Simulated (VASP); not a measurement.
# ScFeC4N4 (P-43m) in VASP: a series of runs

The runs below take ScFeC4N4 through single point, with PBE.

Program: VASP 6.6.1. These are calculated values, not measurements. Logs are shortened: lines on timing, memory, paths and dates and some standing lists are left out, and cuts for length are marked.

## 1. The cell of the first run

It takes space group P-43m (No. 215, cubic). The conventional cell has a = 6.037 Å, b = 6.037 Å, c = 6.037 Å, α = 90.00°, β = 90.00°, γ = 90.00°. Sc (site symmetry -43m) has 4 N at 2.12 Å within 2.8 Å. Within 2.6 Å of Fe (site symmetry -43m) lie 4 C at 1.94 Å. Within 1.6 Å of C (site symmetry 3m) lie 1 N at 1.17 Å. N (site symmetry 3m) has 1 C at 1.17 Å within 1.6 Å.

## 2. Single point, PBE, collinear spin, ferromagnetic start

The input, INCAR:

```
ALGO = Normal ; EDIFF = 1E-6
ENCUT = 700 ; GGA = PE
GGA_COMPAT = False ; ISIF = 2
ISMEAR = 0 ; ISPIN = 2
LASPH = True ; LCHARG = False
LMAXMIX = 4 ; LORBIT = 11
LREAL = False ; LWAVE = False
MAGMOM = 0 4 0 0 0 0 0 0 0 0 ; NBANDS = 46
NELM = 200 ; PREC = Accurate
SIGMA = 0.1
```

The input, KPOINTS:

```
k-points
0
Gamma
  4 4 4
```

The input, POSCAR:

```
ScFeC4N4
1.0
    6.0367744100      0.0000000000      0.0000000000
    0.0000000000      6.0367744100      0.0000000000
    0.0000000000      0.0000000000      6.0367744100
Sc Fe C N
1 1 4 4
Direct
    0.5000000000      0.5000000000      0.5000000000
    0.0000000000      0.0000000000      0.0000000000
    0.1853481300      0.1853481300      0.1853481300
    0.1853481300      0.8146518700      0.8146518700
    0.8146518700      0.1853481300      0.8146518700
    0.8146518700      0.8146518700      0.1853481300
    0.2972456000      0.2972456000      0.2972456000
    0.2972456000      0.7027544000      0.7027544000
    0.7027544000      0.2972456000      0.7027544000
    0.7027544000      0.7027544000      0.2972456000
```

Potentials or basis: VASP PAW PBE potentials, release 64 (Sc_sv, Fe_sv, C, N).

Command:

```bash
$ cat potpaw_PBE.64/Sc_sv/POTCAR potpaw_PBE.64/Fe_sv/POTCAR potpaw_PBE.64/C/POTCAR potpaw_PBE.64/N/POTCAR > POTCAR
$ mpirun -np 1 vasp_std > vasp.out
```

OUTCAR:

```text
EDIFF = 1E-6
   ENCUT = 700
   GGA = PE
   ISIF = 2
   ISMEAR = 0
   ISPIN = 2
   LASPH = True
   LORBIT = 11
   LREAL = False
   NELM = 200
   PREC = Accurate

 ion  position               nearest neighbor table
   1  0.500  0.500  0.500-   7 2.12   8 2.12   9 2.12  10 2.12
   2  0.000  0.000  0.000-   3 1.94   4 1.94   5 1.94   6 1.94
   3  0.185  0.185  0.185-   7 1.17   2 1.94
   4  0.185  0.815  0.815-   8 1.17   2 1.94
   5  0.815  0.185  0.815-   9 1.17   2 1.94
   6  0.815  0.815  0.185-  10 1.17   2 1.94
   7  0.297  0.297  0.297-   3 1.17   1 2.12
   8  0.297  0.703  0.703-   4 1.17   1 2.12
   9  0.703  0.297  0.703-   5 1.17   1 2.12
  10  0.703  0.703  0.297-   6 1.17   1 2.12

  LATTYP: Found a simple cubic cell.
 ALAT       =     6.0367744100

  Lattice vectors:

 A1 = (   6.0367744100,   0.0000000000,   0.0000000000)
 A2 = (   0.0000000000,   6.0367744100,   0.0000000000)
 A3 = (   0.0000000000,   0.0000000000,   6.0367744100)

Analysis of symmetry for initial positions (statically):
=====================================================================
 Subroutine PRICEL returns:
 Original cell was already a primitive cell.

 Routine SETGRP: Setting up the symmetry group for a
 simple cubic supercell.

 Subroutine GETGRP returns: Found 24 space group operations
 (whereof 24 operations were pure point group operations)
 out of a pool of 48 trial point group operations.

The static configuration has the point symmetry T_d .

Analysis of symmetry for dynamics (positions and initial velocities):
=====================================================================
 Subroutine PRICEL returns:
 Original cell was already a primitive cell.

 Routine SETGRP: Setting up the symmetry group for a
 simple cubic supercell.

 Subroutine GETGRP returns: Found 24 space group operations
 (whereof 24 operations were pure point group operations)
 out of a pool of 48 trial point group operations.

The dynamic configuration has the point symmetry T_d .

Analysis of structural, dynamic, and magnetic symmetry:
=====================================================================
 Subroutine PRICEL returns:
 Original cell was already a primitive cell.

 Routine SETGRP: Setting up the symmetry group for a
 simple cubic supercell.

 Subroutine GETGRP returns: Found 24 space group operations
 (whereof 24 operations were pure point group operations)
 out of a pool of 48 trial point group operations.

The overall configuration has the point symmetry T_d .

 Subroutine INISYM returns: Found 24 space group operations
 (whereof 24 operations are pure point group operations),
 and found     1 'primitive' translations

----------------------------------------------------------------------------------------

                                     Primitive cell

  volume of cell :     219.9960

  direct lattice vectors                    reciprocal lattice vectors
     6.036774410  0.000000000  0.000000000     0.165651378  0.000000000  0.000000000
     0.000000000  6.036774410  0.000000000     0.000000000  0.165651378  0.000000000
     0.000000000  0.000000000  6.036774410     0.000000000  0.000000000  0.165651378

  length of vectors
     6.036774410  6.036774410  6.036774410     0.165651378  0.165651378  0.165651378

  position of ions in fractional coordinates (direct lattice)
     0.500000000  0.500000000  0.500000000
     0.000000000  0.000000000  0.000000000
     0.185348130  0.185348130  0.185348130
     0.185348130  0.814651870  0.814651870
     0.814651870  0.185348130  0.814651870
     0.814651870  0.814651870  0.185348130
     0.297245600  0.297245600  0.297245600
     0.297245600  0.702754400  0.702754400
     0.702754400  0.297245600  0.702754400
     0.702754400  0.702754400  0.297245600

  ion indices of the primitive-cell ions
   primitive index   ion index
                 1           1
                 2           2
                 3           3
                 4           4
[... 50 lines left out ...]
   ions per type =               1   1   4   4
   NGX,Y,Z   is equivalent  to a cutoff of  14.87, 14.87, 14.87 a.u.
   NGXF,Y,Z  is equivalent  to a cutoff of  29.74, 29.74, 29.74 a.u.
 SYSTEM =  unknown system
   PREC   = accura    normal or accurate (medium, high low for compatibility)
   ISTART =      0    job   : 0-new  1-cont  2-samecut
   ICHARG =      2    charge: 1-file 2-atom 10-const
   ISPIN  =      2    spin polarized calculation?
   LNONCOLLINEAR =      F non collinear calculations
   LSORBIT =      F    spin-orbit coupling
   LASPH  =      T    aspherical Exc in radial PAW
   ENCUT  =  700.0 eV  51.45 Ry    7.17 a.u.  13.02 13.02 13.02*2*pi/ulx,y,z
   NELM   =    200;   NELMIN=  2; NELMDL= -5     # of ELM steps
   EDIFF  = 0.1E-05   stopping-criterion for ELM
   LREAL  =      F    real-space projection
   EDIFFG = 0.1E-04   stopping-criterion for IOM
   NSW    =      0    number of steps for IOM
   IBRION =     -1    ionic relax: 0-MD 1-quasi-New 2-CG
   NFREE  =      0    steps in history (QN), initial steepest desc. (CG)
   ISIF   =      2    stress and relaxation
   ISYM   =      2    0-nonsym 1-usesym 2-fastsym
   POTIM  = 0.5000    time-step for ionic-motion
   TEBEG  =    0.0;   TEEND  =   0.0 temperature during run
   PSTRESS=    0.0 pullay stress
   NELECT =      63.0000    total number of electrons
   NUPDOWN=      -1.0000    fix difference up-down
   EMIN   =  10.00;   EMAX   =-10.00  energy-range for DOS
   EFERMI =   0.00;   METHOD = LEGACY
   ISMEAR =     0;   SIGMA  =   0.10  broadening in eV -4-tet -1-fermi 0-gaus
   EFERMI_NEDOS =   21; number of points for ismear=-14 and -15
   IALGO  =     38    algorithm
   IMIX   =      4    mixing-type and parameters
     AMIX     =   0.40;   BMIX     =  1.00
     AMIX_MAG =   1.60;   BMIX_MAG =  1.00
  volume/ion in A,a.u.               =      22.00       148.46
  Fermi-wavevector in a.u.,A,eV,Ry     =   1.079071  2.039149 15.842549  1.164394
  Thomas-Fermi vector in A             =   2.215027
   LORBIT       =     11    0 simple, 1 ext, 2 COOP (PROOUT), +10 PAW based schemes
   GGA     = PE    functional components
   LHFCALC =     F    Hartree Fock is set to
   AEXX    =    0.0000 exact exchange contribution
   IVDW    =     0    specifies the selected vdW correction
   LEPSILON=     F    determine dielectric tensor
   LRPA    =     F    only Hartree local field effects (RPA)
 spin polarized calculation
 Gauss-broadening in eV      SIGMA  =   0.10
  energy-cutoff  :      700.00
  volume of cell :      220.00
 maximum number of plane-waves:      9328
 NGX is ok and might be reduce to    54
   NGX = 27   NGY = 27   NGZ = 27

 number of electron      63.0000008 magnetization       3.0012053

 Free energy of the ion-electron system (eV)
  ---------------------------------------------------
  ext. energy  EPLUGINS =         0.00000000
  ---------------------------------------------------
  free energy    TOTEN  =       -84.88301435 eV

  energy without entropy =      -84.88301420  energy(sigma->0) =      -84.88301427

 E-fermi :  -0.1300     XC(G=0):  -6.9430

 val. band max:       -0.4480155782   @ k =   0.5000   0.0000   0.0000
 cond. band min:       0.1830229469   @ k =   0.5000   0.0000   0.0000
 fundamental gap:      0.6310385251
 Fermi energy:        -0.1300451880

 spin component 1

 k-point     1 :       0.0000    0.0000    0.0000
  band No.  band energies     occupation
      1     -88.2268      1.00000
      2     -54.2708      1.00000
      3     -54.2708      1.00000
      4     -54.2708      1.00000
      5     -50.9298      1.00000
      6     -29.5527      1.00000
[... 449 lines left out ...]
     42       4.4249      0.00000
     43       4.4249      0.00000
 Fermi energy:        -0.1300451880

 spin component 2

 k-point     1 :       0.0000    0.0000    0.0000
  band No.  band energies     occupation
      1     -85.6342      1.00000
      2     -51.7351      1.00000
      3     -51.7350      1.00000
      4     -51.7349      1.00000
      5     -50.9295      1.00000
      6     -29.5517      1.00000
[... 449 lines left out ...]
     42       4.7830      0.00000
     43       4.7833      0.00000
 [bands above 43 left out]

------------------------ aborting loop because EDIFF is reached ----------------------------------------

  FORCE on cell =-STRESS in cart. coord.  units (eV):
  Direction    XX          YY          ZZ          XY          YZ          ZX
  --------------------------------------------------------------------------------------
  -------------------------------------------------------------------------------------
  Total        0.1361802      0.1361802      0.1361802     -0.0000000      0.0000000     -0.0000000
  in kB        0.9917675      0.9917675      0.9917675     -0.0000000      0.0000000     -0.0000000
  external PRESSURE =       0.9917675 kB  Pullay stress =       0.0000000 kB

 VOLUME and BASIS-vectors are now :
 -----------------------------------------------------------------------------
  energy-cutoff  :      700.00
  volume of cell :      220.00
      direct lattice vectors                 reciprocal lattice vectors
     6.036774410  0.000000000  0.000000000     0.165651378  0.000000000  0.000000000
     0.000000000  6.036774410  0.000000000     0.000000000  0.165651378  0.000000000
     0.000000000  0.000000000  6.036774410     0.000000000  0.000000000  0.165651378

 POSITION                                       TOTAL-FORCE (eV/Angst)
 -----------------------------------------------------------------------------------
      3.01839      3.01839      3.01839        -0.000000      0.000000     -0.000000
      0.00000      0.00000      0.00000        -0.000000      0.000000      0.000000
      1.11890      1.11890      1.11890        -1.180388     -1.180388     -1.180388
      1.11890      4.91787      4.91787        -1.180388      1.180388      1.180388
      4.91787      1.11890      4.91787         1.180388     -1.180388      1.180388
      4.91787      4.91787      1.11890         1.180388      1.180388     -1.180388
      1.79440      1.79440      1.79440         1.250102      1.250102      1.250102
      1.79440      4.24237      4.24237         1.250102     -1.250102     -1.250102
      4.24237      1.79440      4.24237        -1.250102      1.250102     -1.250102
      4.24237      4.24237      1.79440        -1.250102     -1.250102      1.250102
 -----------------------------------------------------------------------------------
    total drift:                               -0.000000     -0.000000      0.000000

  FREE ENERGIE OF THE ION-ELECTRON SYSTEM (eV)
  ---------------------------------------------------
  free  energy   TOTEN  =       -84.8830143484 eV

  energy  without entropy=      -84.8830141951  energy(sigma->0) =      -84.88301427

 total charge

# of ion       s       p       d       tot
------------------------------------------
    1        2.205   6.185   0.947   9.336
    2        2.169   6.061   5.485  13.716
    3        0.969   1.602   0.000   2.570
    4        0.969   1.602   0.000   2.570
    5        0.969   1.602   0.000   2.570
    6        0.969   1.602   0.000   2.570
    7        1.297   2.618   0.000   3.915
    8        1.297   2.618   0.000   3.915
    9        1.297   2.618   0.000   3.915
   10        1.297   2.618   0.000   3.915
--------------------------------------------------
tot         13.437  29.125   6.432  48.994

 magnetization (x)

# of ion       s       p       d       tot
------------------------------------------
    1        0.000   0.001   0.002   0.003
    2        0.009   0.036   2.094   2.139
    3        0.001  -0.009   0.000  -0.008
    4        0.001  -0.009   0.000  -0.008
    5        0.001  -0.009   0.000  -0.008
    6        0.001  -0.009   0.000  -0.008
    7        0.003   0.047   0.000   0.050
    8        0.003   0.047   0.000   0.050
    9        0.003   0.047   0.000   0.050
   10        0.003   0.047   0.000   0.050
--------------------------------------------------
tot          0.028   0.188   2.095   2.311
```

It took 9.4 min on 1 thread of Intel Xeon Platinum 8259CL at 2.50GHz (Skylake/Cascade Lake), shared host; peak memory 0.67 GiB.

Results:

- Free energy: -84.8830 eV
- Pressure: 0.1 GPa
- Largest force: 2.165 eV/Å
- Band gap on the k mesh: 0.63 eV
- Net moment: 3.00 μB per cell
- Site moments: Sc +0.00; Fe +2.14; C -0.01; N +0.05 μB
- Valence electrons inside the program's atomic spheres: Sc 9.34; Fe 13.72; C 2.57; N 3.92

Forces in eV/Å, atoms in the order of the input:
```
Sc   0.000  0.000  0.000
Fe   0.000  0.000  0.000
C   -1.180 -1.180 -1.180
C   -1.180  1.180  1.180
C    1.180 -1.180  1.180
C    1.180  1.180 -1.180
N    1.250  1.250  1.250
N    1.250 -1.250 -1.250
N   -1.250  1.250 -1.250
N   -1.250 -1.250  1.250
```

Caveat: a cell with one magnetic atom can't hold antiferromagnetic order, which such compounds often take; forces of over 1 eV/Å act on the atoms, so gaps and moduli don't describe the material at rest. A k mesh can miss the band edges.

## 3. Single point, PBE, collinear spin, ferromagnetic start

This run uses another cell than the first one, of 21.18 Å³/atom.

The input, INCAR:

```
SYSTEM = ScFeC4N4
PREC = Accurate
ENCUT = 520
EDIFF = 1E-6
ISMEAR = 0
SIGMA = 0.02
LREAL = .FALSE.
LASPH = .TRUE.
NELM = 150
ALGO = Normal
ISIF = 2
LWAVE = .FALSE.
LCHARG = .FALSE.
ISPIN = 2
MAGMOM = 0 2.09 0 0 0 0 0 0 0 0
LORBIT = 11
LMAXMIX = 4
GGA = PE
NBANDS = 42
```

The input, KPOINTS:

```
regular mesh
0
G
  6 6 6
  0 0 0
```

The input, POSCAR:

```
ScFeC4N4
1.0
    5.9612411644      0.0000000000      0.0000000000
    0.0000000000      5.9612411644      0.0000000000
    0.0000000000      0.0000000000      5.9612411644
Sc Fe C N
1 1 4 4
Direct
    0.5000000000      0.5000000000      0.5000000000
    0.0000000000      0.0000000000      0.0000000000
    0.1839578761      0.1839578761      0.1839578761
    0.1839578761      0.8160421239      0.8160421239
    0.8160421239      0.1839578761      0.8160421239
    0.8160421239      0.8160421239      0.1839578761
    0.2986737839      0.2986737839      0.2986737839
    0.2986737839      0.7013262161      0.7013262161
    0.7013262161      0.2986737839      0.7013262161
    0.7013262161      0.7013262161      0.2986737839
```

Potentials or basis: VASP PAW PBE potentials, release 64 (Sc_sv, Fe, C, N).

Command:

```bash
$ cat potpaw_PBE.64/Sc_sv/POTCAR potpaw_PBE.64/Fe/POTCAR potpaw_PBE.64/C/POTCAR potpaw_PBE.64/N/POTCAR > POTCAR
$ mpirun -np 1 vasp_std > vasp.out
```

Wall time 14 min (1 thread of Intel Xeon 8259CL, shared host); peak memory 0.6 GiB.

The run converged. Its results:

| Quantity | Value |
| --- | --- |
| Free energy | -84.8074 eV |
| Pressure | 0.5 GPa |
| Largest force | 0.262 eV/Å |
| Band gap on the k mesh | 0.73 eV |
| Net moment | 3.00 μB per cell |
| Site moments | Sc +0.02; Fe +2.21; C -0.01; N +0.06 μB |
| Valence electrons inside the program's atomic spheres | Sc 9.44; Fe 7.52; C 2.55; N 3.92 |

Forces on the atoms (eV/Å):
```
Sc   0.000  0.000  0.000
Fe   0.000  0.000  0.000
C   -0.145 -0.145 -0.145
C   -0.145  0.145  0.145
C    0.145 -0.145  0.145
C    0.145  0.145 -0.145
N    0.151  0.151  0.151
N    0.151 -0.151 -0.151
N   -0.151  0.151 -0.151
N   -0.151 -0.151  0.151
```

Levels at points of the mesh, in eV from the valence-band top:
Spin up:
```csv
k point,band 27,band 28,band 29,band 30,band 31,band 32
"(0.00, 0.00, 0.00)",-0.55,-0.55,-0.55,1.96,1.96,2.38
"(0.50, 0.00, 0.00)",-0.64,-0.48,-0.48,1.89,1.95,2.70
"(0.50, 0.50, 0.00)",-0.60,-0.41,-0.41,1.84,1.98,2.72
"(0.50, 0.50, 0.50)",-0.44,-0.44,-0.44,1.98,1.98,2.66
```
Spin down:
```csv
k point,band 24,band 25,band 26,band 27,band 28,band 29
"(0.00, 0.00, 0.00)",-3.62,-0.31,-0.31,0.94,0.94,0.94
"(0.50, 0.00, 0.00)",-3.70,-0.20,0.00,0.73,1.16,1.16
"(0.50, 0.50, 0.00)",-3.69,-0.17,-0.02,0.80,1.34,1.34
"(0.50, 0.50, 0.50)",-3.49,-0.31,-0.31,1.23,1.23,1.23
```

Caveat: a cell with one magnetic atom can't hold antiferromagnetic order, which such compounds often take. A k mesh can miss the band edges.
